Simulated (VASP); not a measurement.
Here is a VASP 6.6.1 calculation.

Contents of INCAR:

```
SYSTEM = AlN
PREC = Accurate
ENCUT = 520
EDIFF = 1E-6
ISMEAR = 0
SIGMA = 0.02
LREAL = Auto
LASPH = .TRUE.
NELM = 80
ALGO = Normal
ISIF = 2
LWAVE = .FALSE.
LCHARG = .TRUE.
GGA = PE
LELF = .TRUE.
LVHAR = .TRUE.
NBANDS = 46
```

File KPOINTS:

```
Automatic mesh
0
G
  12 12 2
  0 0 0
```

Contents of POSCAR:

```
AlN
1.0
    3.1205481798      0.0000000000      0.0000000000
   -1.5602740899      2.7024739975      0.0000000000
    0.0000000000      0.0000000000     20.2232725160
Al N
8 8
Direct
    0.3333333333      0.6666666667      0.8275378463
    0.0000000000      0.0000000000      0.7019936760
    0.6666666667      0.3333333333      0.3285430435
    0.6666666667      0.3333333333      0.5774947966
    0.0000000000      0.0000000000      0.4530010407
    0.3333333333      0.6666666667      0.0774965761
    0.0000000000      0.0000000000      0.2030452226
    0.6666666667      0.3333333333      0.9530325470
    0.6666666667      0.3333333333      0.0472290494
    0.6666666667      0.3333333333      0.6716969751
    0.3333333333      0.6666666667      0.9222574549
    0.0000000000      0.0000000000      0.2977693788
    0.0000000000      0.0000000000      0.7967316767
    0.0000000000      0.0000000000      0.5471976555
    0.3333333333      0.6666666667      0.1722443472
    0.6666666667      0.3333333333      0.4227287135
```

Potentials or basis: VASP PAW PBE potentials, release 64 (Al, N).

Launch:

```bash
$ cat potpaw_PBE.64/Al/POTCAR potpaw_PBE.64/N/POTCAR > POTCAR
$ mpirun -np 1 vasp_std > vasp.out
```

Question: What does it give for the band gap on the k mesh?

Answer: 3.79 eV, indirect (least direct gap 4.00 eV).

Question: Estimate the largest force.

Answer: 0.009 eV/Å.

Question: What does it give for the pressure?

Answer: -0.3 GPa.

Forces in eV/Å, atoms in the order of the input:
```
Al   0.000  0.000  0.006
Al   0.000  0.000 -0.002
Al   0.000  0.000  0.004
Al   0.000  0.000  0.008
Al   0.000  0.000 -0.003
Al   0.000  0.000  0.009
Al   0.000  0.000  0.000
Al   0.000  0.000 -0.001
N    0.000  0.000 -0.006
N    0.000  0.000 -0.001
N    0.000  0.000 -0.004
N    0.000  0.000 -0.003
N    0.000  0.000  0.000
N    0.000  0.000 -0.002
N    0.000  0.000 -0.002
N    0.000  0.000 -0.004
```

A k mesh can miss the band edges. Expect the measured gap to be larger: semilocal functionals such as PBE lack the derivative discontinuity.
